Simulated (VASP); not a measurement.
# Os (Fm-3m) in VASP: a series of runs

Os is run at these levels: RPBE; tasks: single point.

Program: VASP 6.6.1. These are calculated values, not measurements. Logs are shortened: lines on timing, memory, paths and dates and some standing lists are left out, and cuts for length are marked.

## 1. The cell of the first run

It takes space group Fm-3m (No. 225, cubic). The conventional cell has a = 3.971 Å, b = 3.971 Å, c = 3.971 Å, α = 90.00°, β = 90.00°, γ = 90.00°. Within 3.7 Å of Os (site symmetry m-3m) lie 12 Os at 2.81 Å.

## 2. Single point, RPBE (volume scaled by 1.08)

Contents of INCAR:

```
  PREC = Accurate
  ENCUT = 520
  EDIFF = 1E-7
  ISMEAR = -1
  SIGMA = 0.1
  LREAL = F
  LASPH = T
  NELM = 80
  ALGO = Normal
  ISIF = 2
  LWAVE = F
  LCHARG = T
  GGA = RP
  LELF = T
  LVHAR = T
  NBANDS = 10
```

Contents of KPOINTS:

```
Automatic mesh
0
Gamma
  16 16 16
```

Contents of POSCAR:

```
Os
1.0
    0.0000000000      1.9856344094      1.9856344094
    1.9856344094      0.0000000000      1.9856344094
    1.9856344094      1.9856344094      0.0000000000
Os
1
Direct
    0.0000000000      0.0000000000      0.0000000000
```

Potentials or basis: VASP PAW PBE potentials, release 64 (Os).

Run with:

```console
cat potpaw_PBE.64/Os/POTCAR > POTCAR
mpirun -np 1 vasp_std > vasp.out
```

OUTCAR:

```text
PREC = Accurate
   ENCUT = 520
   EDIFF = 1E-7
   ISMEAR = -1
   LREAL = F
   LASPH = T
   NELM = 80
   ISIF = 2
   GGA = RP

 ion  position               nearest neighbor table
   1  0.000  0.000  0.000-

  LATTYP: Found a face centered cubic cell.
 ALAT       =     3.9712688188

  Lattice vectors:

 A1 = (   0.0000000000,   1.9856344094,   1.9856344094)
 A2 = (   1.9856344094,   0.0000000000,   1.9856344094)
 A3 = (   1.9856344094,   1.9856344094,   0.0000000000)

Analysis of symmetry for initial positions (statically):
=====================================================================
 Subroutine PRICEL returns:
 Original cell was already a primitive cell.

 Routine SETGRP: Setting up the symmetry group for a
 face centered cubic supercell.

 Subroutine GETGRP returns: Found 48 space group operations
 (whereof 48 operations were pure point group operations)
 out of a pool of 48 trial point group operations.

The static configuration has the point symmetry O_h .

Analysis of symmetry for dynamics (positions and initial velocities):
=====================================================================
 Subroutine PRICEL returns:
 Original cell was already a primitive cell.

 Routine SETGRP: Setting up the symmetry group for a
 face centered cubic supercell.

 Subroutine GETGRP returns: Found 48 space group operations
 (whereof 48 operations were pure point group operations)
 out of a pool of 48 trial point group operations.

The dynamic configuration has the point symmetry O_h .

 Subroutine INISYM returns: Found 48 space group operations
 (whereof 48 operations are pure point group operations),
 and found     1 'primitive' translations

----------------------------------------------------------------------------------------

                                     Primitive cell

  volume of cell :      15.6577

  direct lattice vectors                    reciprocal lattice vectors
     0.000000000  1.985634409  1.985634409    -0.251808690  0.251808690  0.251808690
     1.985634409  0.000000000  1.985634409     0.251808690 -0.251808690  0.251808690
     1.985634409  1.985634409  0.000000000     0.251808690  0.251808690 -0.251808690

  length of vectors
     2.808111112  2.808111112  2.808111112     0.436145445  0.436145445  0.436145445

  position of ions in fractional coordinates (direct lattice)
     0.000000000  0.000000000  0.000000000

  ion indices of the primitive-cell ions
   primitive index   ion index
                 1           1

----------------------------------------------------------------------------------------

 KPOINTS: Automatic mesh

Automatic generation of k-mesh.
 Grid dimensions read from file:
 generate k-points for:   16   16   16

 Generating k-lattice:

  Cartesian coordinates                     Fractional coordinates (reciprocal lattice)
    -0.015738043  0.015738043  0.015738043     0.062500000  0.000000000  0.000000000
     0.015738043 -0.015738043  0.015738043     0.000000000  0.062500000  0.000000000
     0.015738043  0.015738043 -0.015738043     0.000000000  0.000000000  0.062500000

  Length of vectors
     0.027259090  0.027259090  0.027259090

  Shift w.r.t. Gamma in fractional coordinates (k-lattice)
     0.000000000  0.000000000  0.000000000

 Subroutine IBZKPT returns following result:
 ===========================================

 Found    145 irreducible k-points:

 Following reciprocal coordinates:
            Coordinates               Weight
  0.000000  0.000000  0.000000      1.000000
  0.062500  0.000000  0.000000      8.000000
  0.125000  0.000000  0.000000      8.000000
  0.187500  0.000000  0.000000      8.000000
  0.250000  0.000000  0.000000      8.000000
  0.312500  0.000000  0.000000      8.000000
[... 16 lines left out ...]
 -0.125000  0.062500  0.000000     24.000000
 -0.062500  0.062500  0.000000     12.000000
 [... further k-points ...]
   k-points           NKPTS =    145   k-points in BZ     NKDIM =    145   number of bands    NBANDS=     10
   number of dos      NEDOS =    301   number of ions     NIONS =      1
   total plane-waves  NPLWV =  13824
   dimension x,y,z NGX =    24 NGY =   24 NGZ =   24
   dimension x,y,z NGXF=    48 NGYF=   48 NGZF=   48
   ions per type =               1
   NGX,Y,Z   is equivalent  to a cutoff of  14.21, 14.21, 14.21 a.u.
   NGXF,Y,Z  is equivalent  to a cutoff of  28.42, 28.42, 28.42 a.u.
 SYSTEM =  unknown system
   PREC   = accura    normal or accurate (medium, high low for compatibility)
   ISTART =      0    job   : 0-new  1-cont  2-samecut
   ICHARG =      2    charge: 1-file 2-atom 10-const
   ISPIN  =      1    spin polarized calculation?
   LNONCOLLINEAR =      F non collinear calculations
   LSORBIT =      F    spin-orbit coupling
   LASPH  =      T    aspherical Exc in radial PAW
   ENCUT  =  520.0 eV  38.22 Ry    6.18 a.u.   5.22  5.22  5.22*2*pi/ulx,y,z
   NELM   =     80;   NELMIN=  2; NELMDL= -5     # of ELM steps
   EDIFF  = 0.1E-06   stopping-criterion for ELM
   LREAL  =      F    real-space projection
   EDIFFG = 0.1E-05   stopping-criterion for IOM
   NSW    =      0    number of steps for IOM
   IBRION =     -1    ionic relax: 0-MD 1-quasi-New 2-CG
   NFREE  =      0    steps in history (QN), initial steepest desc. (CG)
   ISIF   =      2    stress and relaxation
   ISYM   =      2    0-nonsym 1-usesym 2-fastsym
   POTIM  = 0.5000    time-step for ionic-motion
   TEBEG  =    0.0;   TEEND  =   0.0 temperature during run
   PSTRESS=    0.0 pullay stress
   NELECT =       8.0000    total number of electrons
   NUPDOWN=      -1.0000    fix difference up-down
   EMIN   =  10.00;   EMAX   =-10.00  energy-range for DOS
   EFERMI =   0.00;   METHOD = LEGACY
   ISMEAR =    -1;   SIGMA  =   0.10  broadening in eV -4-tet -1-fermi 0-gaus
   EFERMI_NEDOS =   21; number of points for ismear=-14 and -15
   IALGO  =     38    algorithm
   IMIX   =      4    mixing-type and parameters
     AMIX     =   0.40;   BMIX     =  1.00
     AMIX_MAG =   1.60;   BMIX_MAG =  1.00
  volume/ion in A,a.u.               =      15.66       105.66
  Fermi-wavevector in a.u.,A,eV,Ry     =   1.308767  2.473210 23.305012  1.712870
  Thomas-Fermi vector in A             =   2.439411
   LORBIT       =      0    0 simple, 1 ext, 2 COOP (PROOUT), +10 PAW based schemes
   GGA     = RP    functional components
   LHFCALC =     F    Hartree Fock is set to
   AEXX    =    0.0000 exact exchange contribution
   IVDW    =     0    specifies the selected vdW correction
   LEPSILON=     F    determine dielectric tensor
   LRPA    =     F    only Hartree local field effects (RPA)
 non-spin polarized calculation
  energy-cutoff  :      520.00
  volume of cell :       15.66
 maximum number of plane-waves:       444
 NGX is ok and might be reduce to    24
   NGX = 11   NGY = 11   NGZ = 11

 number of electron       8.0000000 magnetization

 Free energy of the ion-electron system (eV)
  ---------------------------------------------------
  ext. energy  EPLUGINS =         0.00000000
  ---------------------------------------------------
  free energy    TOTEN  =       -10.38069941 eV

  energy without entropy =      -10.34905586  energy(sigma->0) =      -10.36487763

 E-fermi :   7.8386     XC(G=0): -13.3766

 val. band max:        7.8338266727   @ k =   0.4375   0.3125   0.1250
 cond. band min:       7.8417975043   @ k =  -0.0625   0.0625   0.0000
 fundamental gap:      0.0079708316
 Fermi energy:         7.8385524388

 k-point     1 :       0.0000    0.0000    0.0000
  band No.  band energies     occupation
      1      -2.0065      2.00000
      2       5.2693      2.00000
      3       5.2693      2.00000
      4       5.2693      2.00000
      5       7.8185      1.09982
      6       7.8185      1.09981
      7      22.0568      0.00000
      8      27.2457      0.00000
      9      27.2457      0.00000
     10      27.2457      0.00000

 k-point     2 :       0.0625    0.0000    0.0000
  band No.  band energies     occupation
      1      -1.8447      2.00000
      2       5.1767      2.00000
      3       5.3407      2.00000
      4       5.3407      2.00000
      5       7.7710      1.32566
      6       7.7710      1.32566
      7      22.3459      0.00000
      8      26.3718      0.00000
      9      27.5204      0.00000
     10      27.5204      0.00000

 k-point     3 :       0.1250    0.0000    0.0000
  band No.  band energies     occupation
      1      -1.3788      2.00000
      2       4.9467      2.00000
      3       5.5188      2.00000
      4       5.5188      2.00000
      5       7.6786      1.66391
      6       7.6786      1.66391
      7      23.1163      0.00000
      8      24.7871      0.00000
      9      28.3131      0.00000
     10      28.3131      0.00000

 k-point     4 :       0.1875    0.0000    0.0000
  band No.  band energies     occupation
      1      -0.6784      2.00000
      2       4.7091      2.00000
      3       5.6820      2.00000
      4       5.6820      2.00000
      5       7.6941      1.61836
      6       7.6941      1.61836
      7      23.0599      0.00000
      8      24.1525      0.00000
      9      29.5279      0.00000
     10      29.5279      0.00000
[... 222 lines left out ...]
 k-point    22 :      -0.1875    0.0625    0.0000
  band No.  band energies     occupation
      1      -0.2817      2.00000
      2       4.5438      2.00000
      3       5.7193      2.00000
      4       5.8135      2.00000
      5       7.3418      1.98617
      6       8.1820      0.06249
      7      22.6733      0.00000
      8      24.5568      0.00000
      9      28.6579      0.00000
     10      30.9855      0.00000

 k-point    23 :      -0.1250    0.0625    0.0000
  band No.  band energies     occupation
      1      -1.0302      2.00000
      2       4.7531      2.00000
      3       5.6528      2.00000
      4       5.6621      2.00000
      5       7.3584      1.98369
      6       7.9236      0.59870
      7      23.6536      0.00000
      8      24.2635      0.00000
      9      27.8437      0.00000
     10      29.4148      0.00000

 k-point    24 :      -0.0625    0.0625    0.0000
  band No.  band energies     occupation
      1      -1.5805      2.00000
      2       5.0123      2.00000
      3       5.4413      2.00000
      4       5.4865      2.00000
      5       7.5689      1.87368
      6       7.8418      0.98378
      7      22.8041      0.00000
      8      25.5961      0.00000
      9      27.4084      0.00000
     10      28.2303      0.00000

 [... further k-points ...]
[... 5 lines left out ...]
  --------------------------------------------------------------------------------------
  -------------------------------------------------------------------------------------
  Total       -2.4082509     -2.4082509     -2.4082509      0.0000000      0.0000000     -0.0000000
  in kB     -246.4248164   -246.4248164   -246.4248164      0.0000000      0.0000000     -0.0000000
  external PRESSURE =    -246.4248164 kB  Pullay stress =       0.0000000 kB

 VOLUME and BASIS-vectors are now :
 -----------------------------------------------------------------------------
  energy-cutoff  :      520.00
  volume of cell :       15.66
      direct lattice vectors                 reciprocal lattice vectors
     0.000000000  1.985634409  1.985634409    -0.251808690  0.251808690  0.251808690
     1.985634409  0.000000000  1.985634409     0.251808690 -0.251808690  0.251808690
     1.985634409  1.985634409  0.000000000     0.251808690  0.251808690 -0.251808690

 POSITION                                       TOTAL-FORCE (eV/Angst)
 -----------------------------------------------------------------------------------
      0.00000      0.00000      0.00000         0.000000      0.000000      0.000000
 -----------------------------------------------------------------------------------
    total drift:                               -0.000000      0.000000     -0.000000

  FREE ENERGIE OF THE ION-ELECTRON SYSTEM (eV)
  ---------------------------------------------------
  free  energy   TOTEN  =       -10.3806994142 eV

  energy  without entropy=      -10.3490558552  energy(sigma->0) =      -10.36487763
```

Wall time 8.4 s (1 thread of Intel Xeon 6975P-C (Granite Rapids), shared host); peak memory 0.16 GiB.

What came out:

- Free energy: -10.3807 eV
- Pressure: -24.6 GPa
- Band gap on the k mesh: zero (band 4 reaches 9.96 eV, above the bottom of band 5 at 6.41 eV)

Levels at points of the mesh, in eV from the Fermi level:
```csv
k point,band 2,band 3,band 4,band 5,band 6,band 7
"(0.00, 0.00, 0.00)",-2.57,-2.57,-2.57,-0.02,-0.02,14.22
"(0.50, 0.00, 0.00)",-2.69,-2.69,-0.18,2.00,2.00,7.63
"(0.50, 0.50, 0.00)",-5.88,1.95,2.12,2.56,2.56,10.53
```

Caveat: the PAW data sets were made with another functional, which shifts forces and pressure a little; spin-orbit coupling is left out, which moves the levels of the heavy elements.

## 3. Single point, RPBE (volume scaled by 1.12)

Contents of INCAR:

```
SYSTEM = Os
PREC = Accurate ; ENCUT = 520
EDIFF = 1E-6 ; ISMEAR = -1
SIGMA = 0.1 ; LREAL = .FALSE.
LASPH = .TRUE. ; NELM = 100
ALGO = Normal ; ISIF = 2
LWAVE = .FALSE. ; LCHARG = .FALSE.
GGA = RP ; NBANDS = 10
```

Contents of KPOINTS:

```
regular mesh
0
G
  16 16 16
  0 0 0
```

Contents of POSCAR:

```
Os
1.0
    0.0000000000      2.0098518499      2.0098518499
    2.0098518499      0.0000000000      2.0098518499
    2.0098518499      2.0098518499      0.0000000000
Os
1
Direct
    0.0000000000      0.0000000000      0.0000000000
```

Potentials or basis: VASP PAW PBE potentials, release 64 (Os).

Run with:

```console
cat potpaw_PBE.64/Os/POTCAR > POTCAR
mpirun -np 1 vasp_std > vasp.out
```

OUTCAR:

```text
SYSTEM = Os
   PREC = Accurate
   ENCUT = 520
   EDIFF = 1E-6
   ISMEAR = -1
   LREAL = .FALSE.
   LASPH = .TRUE.
   NELM = 100
   ISIF = 2
   GGA = RP

 ion  position               nearest neighbor table
   1  0.000  0.000  0.000-

  LATTYP: Found a face centered cubic cell.
 ALAT       =     4.0197036998

  Lattice vectors:

 A1 = (   0.0000000000,   2.0098518499,   2.0098518499)
 A2 = (   2.0098518499,   0.0000000000,   2.0098518499)
 A3 = (   2.0098518499,   2.0098518499,   0.0000000000)

Analysis of symmetry for initial positions (statically):
=====================================================================
 Subroutine PRICEL returns:
 Original cell was already a primitive cell.

 Routine SETGRP: Setting up the symmetry group for a
 face centered cubic supercell.

 Subroutine GETGRP returns: Found 48 space group operations
 (whereof 48 operations were pure point group operations)
 out of a pool of 48 trial point group operations.

The static configuration has the point symmetry O_h .

Analysis of symmetry for dynamics (positions and initial velocities):
=====================================================================
 Subroutine PRICEL returns:
[... 158 lines left out ...]
 cond. band min:       7.3738408960   @ k =  -0.4375   0.4375   0.0000
 fundamental gap:      0.0268532685
 Fermi energy:         7.3498191849

 k-point     1 :       0.0000    0.0000    0.0000
  band No.  band energies     occupation
      1      -2.1799      2.00000
      2       4.9180      2.00000
      3       4.9180      2.00000
      4       4.9180      2.00000
      5       7.3227      1.13494
      6       7.3227      1.13494
      7      21.5664      0.00000
      8      26.5520      0.00000
      9      26.5520      0.00000
     10      26.5520      0.00000
[... 287 lines left out ...]
 k-point    24 :      -0.0625    0.0625    0.0000
  band No.  band energies     occupation
      1      -1.7697      2.00000
      2       4.6766      2.00000
      3       5.0814      2.00000
      4       5.1237      2.00000
      5       7.0905      1.86078
      6       7.3460      1.01886
      7      22.2714      0.00000
      8      24.9245      0.00000
      9      26.6766      0.00000
     10      27.4939      0.00000

 [... further k-points ...]
[... 5 lines left out ...]
  --------------------------------------------------------------------------------------
  -------------------------------------------------------------------------------------
  Total       -3.3337921     -3.3337921     -3.3337921     -0.0000000     -0.0000000     -0.0000000
  in kB     -328.9477815   -328.9477815   -328.9477815     -0.0000000     -0.0000000     -0.0000000
  external PRESSURE =    -328.9477815 kB  Pullay stress =       0.0000000 kB

 VOLUME and BASIS-vectors are now :
 -----------------------------------------------------------------------------
  energy-cutoff  :      520.00
  volume of cell :       16.24
      direct lattice vectors                 reciprocal lattice vectors
     0.000000000  2.009851850  2.009851850    -0.248774555  0.248774555  0.248774555
     2.009851850  0.000000000  2.009851850     0.248774555 -0.248774555  0.248774555
     2.009851850  2.009851850  0.000000000     0.248774555  0.248774555 -0.248774555

 POSITION                                       TOTAL-FORCE (eV/Angst)
 -----------------------------------------------------------------------------------
      0.00000      0.00000      0.00000        -0.000000     -0.000000     -0.000000
 -----------------------------------------------------------------------------------
    total drift:                               -0.000000      0.000000     -0.000000

  FREE ENERGIE OF THE ION-ELECTRON SYSTEM (eV)
  ---------------------------------------------------
  free  energy   TOTEN  =       -10.2765624652 eV

  energy  without entropy=      -10.2427661155  energy(sigma->0) =      -10.25966429
```

stdout:

```text
POSCAR found type information on POSCAR Os
 POSCAR found :  1 types and       1 ions
 scaLAPACK will be used
 -----------------------------------------------------------------------------
|                                                                             |
|                                                                             |
|     You enforced a specific xc type in the INCAR file but a different       |
|     I HOPE YOU KNOW WHAT YOU ARE DOING!                                     |
|                                                                             |
 -----------------------------------------------------------------------------

 LDA part: xc-table for (Slater+PW92), standard interpolation
 POSCAR, INCAR and KPOINTS ok, starting setup
 FFT: planning ... GRIDC
 FFT: planning ... GRID_SOFT
 FFT: planning ... GRID
 WAVECAR not read
 entering main loop
```

Run time: 7.5 s. Hardware: 1 thread of Intel Xeon 6975P-C (Granite Rapids), shared host; peak memory 0.15 GiB.

What came out:

```
Free energy            : -10.2766 eV
Pressure               : -32.9 GPa
Band gap on the k mesh : zero (band 4 reaches 9.43 eV, above the bottom of band 5 at 6.01 eV)
```

Levels at points of the mesh, in eV from the Fermi level:
```
           k point  band 1  band 2  band 3  band 4  band 5  band 6  band 7  band 8  band 9
(0.00, 0.00, 0.00)   -9.53   -2.43   -2.43   -2.43   -0.03   -0.03   14.22   19.20   19.20
(0.50, 0.00, 0.00)   -6.45   -2.54   -2.54   -0.14    1.87    1.87    7.23   13.74   18.84
(0.50, 0.50, 0.00)   -6.19   -5.57    1.83    2.08    2.40    2.40   10.01   11.32   11.32
```

Caveat: the PAW data sets were made with another functional, which shifts forces and pressure a little; spin-orbit coupling is left out, which moves the levels of the heavy elements.
